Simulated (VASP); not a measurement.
Wanted: the native input for a VASP 6.6.1 run.

- Task: relaxation of cell and atoms
- Functional: PBE
- Potentials or basis: VASP PAW PBE potentials, release 64 (Co, Si)
- Cutoff: 600 eV
- k mesh: 15 × 15 × 15
- Occupations: fermi-dirac, width 0.08 eV
- Spin: no spin polarisation
- Dipole correction: no
- Further INCAR settings: ALGO = Normal; EDIFF = 1e-06; IBRION = 2; EDIFFG = -0.005; NSW = 60; ISIF = 3

The structure of CoSi (rocksalt type) lies in POSCAR:

```
CoSi
1.0
    0.0000000000      2.2923918786      2.2923918786
    2.2923918786      0.0000000000      2.2923918786
    2.2923918786      2.2923918786      0.0000000000
Co Si
1 1
Direct
    0.0000000000      0.0000000000      0.0000000000
    0.5000000000      0.5000000000      0.5000000000
```

One way to write it, as run:

INCAR

```
SYSTEM = CoSi
  ALGO = Normal
  EDIFF = 1E-6
  EDIFFG = -0.005
  ENCUT = 600
  GGA = PE
  IBRION = 2
  ISIF = 3
  ISMEAR = -1
  LASPH = .TRUE.
  LCHARG = .FALSE.
  LREAL = .FALSE.
  LWAVE = .FALSE.
  NELM = 60
  NSW = 60
  PREC = Accurate
  SIGMA = 0.08
```

KPOINTS

```
k-points
0
G
  15 15 15
  0 0 0
```

Potentials or basis: VASP PAW PBE potentials, release 64 (Co, Si).

Launch:

```bash
$ cat potpaw_PBE.64/Co/POTCAR potpaw_PBE.64/Si/POTCAR > POTCAR
$ mpirun -np 1 vasp_std > vasp.out
```

Results of the run:

```yaml
Relaxed_volume: 12.67 Å³/atom
Relaxed_cell: a = 3.297 Å, b = 3.297 Å, c = 3.297 Å, α = 60.00°, β = 60.00°, γ = 60.00°
Space_group_after_relaxing_to_0.1_Å: Fm-3m (No. 225)
Energy_gained_by_relaxing: 17.1 meV/atom
Ionic_steps: 6
Pressure_after_relaxing: 0.0 GPa
Band_gap_on_the_k_mesh: zero (an odd number of electrons rules out a gap without spin polarisation)
```

Caveat: the run has no spin polarisation, though such a crystal can be magnetic.

Run time: 3.4 min on 1 thread of Intel(R) Xeon(R) Platinum 8175M CPU @ 2.50GHz (Skylake/Cascade Lake), on a shared host, peak memory 0.2 GiB.
